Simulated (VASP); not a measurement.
# Pt (I4/mmm) in VASP: notebook

Pt is run at these levels: PBEsol; tasks: single point.

Everything below comes from runs of VASP 6.6.1. Logs are shortened: lines on timing, memory, paths and dates and some standing lists are left out, and cuts for length are marked.

### 1 The cell of the first run

The structure is tetragonal, space group I4/mmm (No. 139). The conventional cell has a = 2.727 Å, b = 2.727 Å, c = 3.798 Å, α = 90.00°, β = 90.00°, γ = 90.00°. Within 3.6 Å of Pt (site symmetry 4/mmm) lie 12 Pt at 2.71 to 2.73 Å.

### 2 Single point, PBEsol (strain -0.015 along x and y, -0.030 along z)

Contents of INCAR:

```
SYSTEM = Pt
ALGO = Normal
EDIFF = 1E-6
ENCUT = 520
GGA = PS
ISIF = 2
ISMEAR = 0
LASPH = .TRUE.
LCHARG = .TRUE.
LELF = .TRUE.
LREAL = .FALSE.
LVHAR = .TRUE.
LWAVE = .FALSE.
NBANDS = 11
NELM = 60
PREC = Accurate
SIGMA = 0.15
```

Contents of KPOINTS:

```
k-points
0
G
  20 20 20
  0 0 0
```

Contents of POSCAR:

```
Pt
1.0
    0.0000000000      1.9285315000      1.8991630000
    1.9285315000      0.0000000000      1.8991630000
    1.9285315000      1.9285315000      0.0000000000
Pt
1
Direct
    0.0000000000      0.0000000000      0.0000000000
```

Potentials or basis: VASP PAW PBE potentials, release 64 (Pt).

Command:

```sh
cat potpaw_PBE.64/Pt/POTCAR > POTCAR
mpirun -np 1 vasp_std > vasp.out
```

OUTCAR:

```text
SYSTEM = Pt
   EDIFF = 1E-6
   ENCUT = 520
   GGA = PS
   ISIF = 2
   ISMEAR = 0
   LASPH = .TRUE.
   LREAL = .FALSE.
   NELM = 60
   PREC = Accurate

 ion  position               nearest neighbor table
   1  0.000  0.000  0.000-

  LATTYP: Found a body centered tetragonal cell.
 ALAT       =     2.7273554028
 C/A-ratio  =     1.3926773152

  Lattice vectors:

 A1 = (   0.0000000000,  -1.9285315000,  -1.8991630000)
 A2 = (   0.0000000000,   1.9285315000,  -1.8991630000)
 A3 = (   1.9285315000,   0.0000000000,   1.8991630000)

Analysis of symmetry for initial positions (statically):
=====================================================================
 Subroutine PRICEL returns:
 Original cell was already a primitive cell.

 Routine SETGRP: Setting up the symmetry group for a
 body centered tetragonal supercell.

 Subroutine GETGRP returns: Found 16 space group operations
 (whereof 16 operations were pure point group operations)
 out of a pool of 16 trial point group operations.

The static configuration has the point symmetry D_4h.

Analysis of symmetry for dynamics (positions and initial velocities):
=====================================================================
 Subroutine PRICEL returns:
 Original cell was already a primitive cell.

 Routine SETGRP: Setting up the symmetry group for a
 body centered tetragonal supercell.

 Subroutine GETGRP returns: Found 16 space group operations
 (whereof 16 operations were pure point group operations)
 out of a pool of 16 trial point group operations.

The dynamic configuration has the point symmetry D_4h.

 Subroutine INISYM returns: Found 16 space group operations
 (whereof 16 operations are pure point group operations),
 and found     1 'primitive' translations

----------------------------------------------------------------------------------------

                                     Primitive cell

  volume of cell :      14.1269

  direct lattice vectors                    reciprocal lattice vectors
     0.000000000  1.928531500  1.899163000    -0.259264627  0.259264627  0.263273874
     1.928531500  0.000000000  1.899163000     0.259264627 -0.259264627  0.263273874
     1.928531500  1.928531500  0.000000000     0.259264627  0.259264627 -0.263273874

  length of vectors
     2.706668404  2.706668404  2.727355403     0.451386117  0.451386117  0.451386117

[... 77 lines left out ...]
   NELM   =     60;   NELMIN=  2; NELMDL= -5     # of ELM steps
   EDIFF  = 0.1E-05   stopping-criterion for ELM
   LREAL  =      F    real-space projection
   EDIFFG = 0.1E-04   stopping-criterion for IOM
   NSW    =      0    number of steps for IOM
   IBRION =     -1    ionic relax: 0-MD 1-quasi-New 2-CG
   NFREE  =      0    steps in history (QN), initial steepest desc. (CG)
   ISIF   =      2    stress and relaxation
   ISYM   =      2    0-nonsym 1-usesym 2-fastsym
   POTIM  = 0.5000    time-step for ionic-motion
   TEBEG  =    0.0;   TEEND  =   0.0 temperature during run
   PSTRESS=    0.0 pullay stress
   NELECT =      10.0000    total number of electrons
   NUPDOWN=      -1.0000    fix difference up-down
   EMIN   =  10.00;   EMAX   =-10.00  energy-range for DOS
   EFERMI =   0.00;   METHOD = LEGACY
   ISMEAR =     0;   SIGMA  =   0.15  broadening in eV -4-tet -1-fermi 0-gaus
   EFERMI_NEDOS =   21; number of points for ismear=-14 and -15
   IALGO  =     38    algorithm
   IMIX   =      4    mixing-type and parameters
     AMIX     =   0.40;   BMIX     =  1.00
     AMIX_MAG =   1.60;   BMIX_MAG =  1.00
  volume/ion in A,a.u.               =      14.13        95.33
  Fermi-wavevector in a.u.,A,eV,Ry     =   1.459014  2.757138 28.963037  2.128723
  Thomas-Fermi vector in A             =   2.575631
   LORBIT       =      0    0 simple, 1 ext, 2 COOP (PROOUT), +10 PAW based schemes
   GGA     = PS    functional components
   LHFCALC =     F    Hartree Fock is set to
   AEXX    =    0.0000 exact exchange contribution
   IVDW    =     0    specifies the selected vdW correction
   LEPSILON=     F    determine dielectric tensor
   LRPA    =     F    only Hartree local field effects (RPA)
 non-spin polarized calculation
 Gauss-broadening in eV      SIGMA  =   0.15
  energy-cutoff  :      520.00
  volume of cell :       14.13
 maximum number of plane-waves:       392
   NGX =  9   NGY =  9   NGZ = 11

 number of electron      10.0000000 magnetization

 number of electron       9.9999998 magnetization

 Free energy of the ion-electron system (eV)
  ---------------------------------------------------
  ext. energy  EPLUGINS =         0.00000000
  ---------------------------------------------------
  free energy    TOTEN  =        -6.91820174 eV

  energy without entropy =       -6.90062564  energy(sigma->0) =       -6.90941369

 E-fermi :  12.4159     XC(G=0): -14.0170

 val. band max:       12.4134167778   @ k =  -0.4500   0.0500   0.2500
 cond. band min:      12.4176900591   @ k =   0.5000   0.0000   0.0000
 fundamental gap:      0.0042732812
 Fermi energy:        12.4159018070

 k-point     1 :       0.0000    0.0000    0.0000
  band No.  band energies     occupation
      1       1.3454      2.00000
      2       8.1118      2.00000
      3       8.1118      2.00000
      4       8.3070      2.00000
      5      10.4814      2.00000
      6      10.7159      2.00000
      7      26.8192      0.00000
      8      31.9984      0.00000
      9      31.9984      0.00000
     10      32.4538      0.00000
     11      37.6963      0.00000
[... 309 lines left out ...]
 k-point    24 :      -0.3500    0.0500    0.0000
  band No.  band energies     occupation
      1       4.3643      2.00000
      2       8.2560      2.00000
      3       8.3431      2.00000
      4       9.1439      2.00000
      5      11.5448      2.00000
      6      12.2250      1.92804
      7      22.0048      0.00000
      8      27.4487      0.00000
      9      32.6429      0.00000
     10      34.0410      0.00000
     11      38.5026      0.00000

 [... further k-points ...]
[... 5 lines left out ...]
  --------------------------------------------------------------------------------------
  -------------------------------------------------------------------------------------
  Total        1.7892053      1.7892053      1.9588204      0.0000000     -0.0000000     -0.0000000
  in kB      202.9200890    202.9200890    222.1567440      0.0000000     -0.0000000     -0.0000000
  external PRESSURE =     209.3323074 kB  Pullay stress =       0.0000000 kB

 VOLUME and BASIS-vectors are now :
 -----------------------------------------------------------------------------
  energy-cutoff  :      520.00
  volume of cell :       14.13
      direct lattice vectors                 reciprocal lattice vectors
     0.000000000  1.928531500  1.899163000    -0.259264627  0.259264627  0.263273874
     1.928531500  0.000000000  1.899163000     0.259264627 -0.259264627  0.263273874
     1.928531500  1.928531500  0.000000000     0.259264627  0.259264627 -0.263273874

 POSITION                                       TOTAL-FORCE (eV/Angst)
 -----------------------------------------------------------------------------------
      0.00000      0.00000      0.00000        -0.000000      0.000000      0.000000
 -----------------------------------------------------------------------------------
    total drift:                                0.000000     -0.000000      0.000000

  FREE ENERGIE OF THE ION-ELECTRON SYSTEM (eV)
  ---------------------------------------------------
  free  energy   TOTEN  =        -6.9182017397 eV

  energy  without entropy=       -6.9006256356  energy(sigma->0) =       -6.90941369
```

OSZICAR:

```text
N       E                     dE             d eps       ncg     rms          rms(c)
DAV:   1     0.395245463929E+02    0.39525E+02   -0.54174E+03 14406   0.853E+02
DAV:   2    -0.673538636337E+01   -0.46260E+02   -0.44417E+02 16100   0.181E+02
DAV:   3    -0.735273982460E+01   -0.61735E+00   -0.61375E+00 16619   0.197E+01
DAV:   4    -0.735501977612E+01   -0.22800E-02   -0.22798E-02 16357   0.141E+00
DAV:   5    -0.735503647911E+01   -0.16703E-04   -0.16703E-04 16546   0.110E-01    0.162E+01
DAV:   6    -0.697654041614E+01    0.37850E+00   -0.77351E-01 15320   0.712E+00    0.836E+00
DAV:   7    -0.692305806726E+01    0.53482E-01   -0.18077E-01 16385   0.332E+00    0.264E+00
DAV:   8    -0.691843616643E+01    0.46219E-02   -0.85368E-03 15341   0.855E-01    0.635E-01
DAV:   9    -0.691819660667E+01    0.23956E-03   -0.17468E-04 15878   0.125E-01    0.234E-02
DAV:  10    -0.691820160101E+01   -0.49943E-05   -0.36448E-06 17856   0.132E-02    0.276E-03
DAV:  11    -0.691820173971E+01   -0.13870E-06   -0.47825E-08  8605   0.205E-03
   1 F= -.69182017E+01 E0= -.69094137E+01  d E =-.175761E-01
```

stdout:

```text
POSCAR found type information on POSCAR Pt
 POSCAR found :  1 types and       1 ions
 scaLAPACK will be used
 -----------------------------------------------------------------------------
|                                                                             |
|                                                                             |
|     You enforced a specific xc type in the INCAR file but a different       |
|     I HOPE YOU KNOW WHAT YOU ARE DOING!                                     |
|                                                                             |
 -----------------------------------------------------------------------------

 LDA part: xc-table for (Slater+PW92), standard interpolation
 POSCAR, INCAR and KPOINTS ok, starting setup
 FFT: planning ... GRIDC
 FFT: planning ... GRID_SOFT
 FFT: planning ... GRID
 WAVECAR not read
 entering main loop
```

It took 84 s on 1 thread of Intel Xeon Platinum 8375C at 2.90GHz (Ice Lake), shared host; peak memory 0.21 GiB.

What came out:

```yaml
Free_energy: -6.9182 eV
Pressure: 20.9 GPa
Band_gap_on_the_k_mesh: zero (band 5 reaches 13.05 eV, above the bottom of band 6 at 10.55 eV)
```

Caveat: the cell differs from its parent crystal (strain -0.015 along x and y, -0.030 along z); the PAW data sets were made with another functional, which shifts forces and pressure a little; spin-orbit coupling is left out, which moves the levels of the heavy elements.

### 3 Single point, PBEsol (strain -0.030 along x and y, +0.015 along z)

Contents of INCAR:

```
  ALGO = Normal
  EDIFF = 1E-7
  ENCUT = 520
  GGA = PS
  ISIF = 2
  ISMEAR = 0
  LASPH = True
  LCHARG = True
  LELF = True
  LREAL = False
  LVHAR = True
  LWAVE = False
  NBANDS = 11
  NELM = 100
  PREC = Accurate
  SIGMA = 0.15
```

Contents of KPOINTS:

```
k-points
0
Gamma
  20 20 20
```

Contents of POSCAR:

```
Pt
1.0
    0.0000000000      1.8991630000      1.9872685000
    1.8991630000      0.0000000000      1.9872685000
    1.8991630000      1.8991630000      0.0000000000
Pt
1
Direct
    0.0000000000      0.0000000000      0.0000000000
```

Potentials or basis: VASP PAW PBE potentials, release 64 (Pt).

Command:

```sh
cat potpaw_PBE.64/Pt/POTCAR > POTCAR
mpirun -np 1 vasp_std > vasp.out
```

It took 89 s on 1 thread of Intel Xeon Platinum 8375C at 2.90GHz (Ice Lake), shared host; peak memory 0.21 GiB.

It converged, with:

```
Free energy            : -6.9340 eV
Pressure               : 15.6 GPa
Band gap on the k mesh : zero (band 5 reaches 12.92 eV, above the bottom of band 6 at 10.21 eV)
```

Stress tensor (GPa, compression positive):
```
17.86  0.00  0.00
 0.00 17.86  0.00
 0.00  0.00 11.07
```

Levels at points of the mesh, in eV from the Fermi level:
```tsv
k point	band 2	band 3	band 4	band 5	band 6	band 7	band 8	band 9
(0.00, 0.00, 0.00)	-4.51	-3.92	-3.92	-2.13	-1.42	14.50	18.88	20.14
(0.50, 0.00, 0.00)	-4.48	-3.92	-0.76	-0.07	0.19	6.23	13.98	18.93
(0.50, 0.50, 0.00)	-7.21	0.08	0.52	0.52	1.02	8.59	12.06	12.06
(0.50, 0.00, 0.50)	-7.19	-0.01	0.30	0.82	1.92	9.83	11.05	11.42
```

Caveat: the cell differs from its parent crystal (strain -0.030 along x and y, +0.015 along z); the PAW data sets were made with another functional, which shifts forces and pressure a little; spin-orbit coupling is left out, which moves the levels of the heavy elements.

### 4 Single point, PBEsol (strain -0.030 along x and y, +0.030 along z)

Contents of INCAR:

```
SYSTEM = Pt
PREC = Accurate ; ENCUT = 520
EDIFF = 1E-6 ; ISMEAR = 0
SIGMA = 0.15 ; LREAL = .False.
LASPH = .True. ; NELM = 80
ALGO = Normal ; ISIF = 2
LWAVE = .False. ; LCHARG = .True.
GGA = PS ; LELF = .True.
LVHAR = .True. ; NBANDS = 11
```

Contents of KPOINTS:

```
Automatic mesh
0
Gamma
  20 20 20
  0 0 0
```

Contents of POSCAR:

```
Pt
1.0
    0.0000000000      1.8991630000      2.0166370000
    1.8991630000      0.0000000000      2.0166370000
    1.8991630000      1.8991630000      0.0000000000
Pt
1
Direct
    0.0000000000      0.0000000000      0.0000000000
```

Potentials or basis: VASP PAW PBE potentials, release 64 (Pt).

Command:

```sh
cat potpaw_PBE.64/Pt/POTCAR > POTCAR
mpirun -np 1 vasp_std > vasp.out
```

OUTCAR:

```text
SYSTEM = Pt
   PREC = Accurate
   ENCUT = 520
   EDIFF = 1E-6
   ISMEAR = 0
   LREAL = .False.
   LASPH = .True.
   NELM = 80
   ISIF = 2
   GGA = PS

 ion  position               nearest neighbor table
   1  0.000  0.000  0.000-

  LATTYP: Found a body centered tetragonal cell.
 ALAT       =     2.6858220718
 C/A-ratio  =     1.5016906899

  Lattice vectors:

 A1 = (  -1.8991630000,   0.0000000000,   2.0166370000)
 A2 = (   1.8991630000,   0.0000000000,   2.0166370000)
 A3 = (   0.0000000000,   1.8991630000,  -2.0166370000)

[... 507 lines left out ...]
      4       8.7316      2.00000
      5      10.9394      2.00000
      6      11.7786      1.15072
      7      21.0788      0.00000
      8      26.7300      0.00000
      9      31.3997      0.00000
     10      33.7183      0.00000
     11      36.8801      0.00000

 [... further k-points ...]
[... 5 lines left out ...]
  --------------------------------------------------------------------------------------
  -------------------------------------------------------------------------------------
  Total        1.2251985      1.2251985      0.4381928      0.0000000     -0.0000000      0.0000000
  in kB      134.9381795    134.9381795     48.2606941      0.0000000     -0.0000000      0.0000000
  external PRESSURE =     106.0456843 kB  Pullay stress =       0.0000000 kB

 VOLUME and BASIS-vectors are now :
 -----------------------------------------------------------------------------
  energy-cutoff  :      520.00
  volume of cell :       14.55
      direct lattice vectors                 reciprocal lattice vectors
     0.000000000  1.899163000  2.016637000    -0.263273874  0.263273874  0.247937532
     1.899163000  0.000000000  2.016637000     0.263273874 -0.263273874  0.247937532
     1.899163000  1.899163000  0.000000000     0.263273874  0.263273874 -0.247937532

 POSITION                                       TOTAL-FORCE (eV/Angst)
 -----------------------------------------------------------------------------------
      0.00000      0.00000      0.00000         0.000000      0.000000      0.000000
 -----------------------------------------------------------------------------------
    total drift:                               -0.000000      0.000000     -0.000000

  FREE ENERGIE OF THE ION-ELECTRON SYSTEM (eV)
  ---------------------------------------------------
  free  energy   TOTEN  =        -6.9446531637 eV

  energy  without entropy=       -6.9256701395  energy(sigma->0) =       -6.93516165
```

Wall time 79 s (1 thread of Intel Xeon Platinum 8375C at 2.90GHz (Ice Lake), shared host); peak memory 0.22 GiB.

Results:

| Quantity | Value |
| --- | --- |
| Free energy | -6.9447 eV |
| Pressure | 10.6 GPa |
| Band gap on the k mesh | zero (band 5 reaches 12.69 eV, above the bottom of band 6 at 9.95 eV) |

Stress tensor (GPa, compression positive):
```
13.49  0.00  0.00
 0.00 13.49  0.00
 0.00  0.00  4.83
```

Levels at points of the mesh, in eV from the Fermi level:
```tsv
k point	band 3	band 4	band 5	band 6	band 7	band 8
(0.00, 0.00, 0.00)	-3.75	-3.75	-2.19	-1.28	14.58	18.63
(0.50, 0.00, 0.00)	-3.72	-0.68	-0.11	0.22	6.13	13.99
(0.50, 0.50, 0.00)	0.10	0.50	0.50	0.88	8.19	12.20
(0.50, 0.00, 0.50)	-0.03	0.21	0.89	2.06	9.81	10.90
```

Caveat: the cell differs from its parent crystal (strain -0.030 along x and y, +0.030 along z); the PAW data sets were made with another functional, which shifts forces and pressure a little; spin-orbit coupling is left out, which moves the levels of the heavy elements.

(Continued in part 2 of 2.)
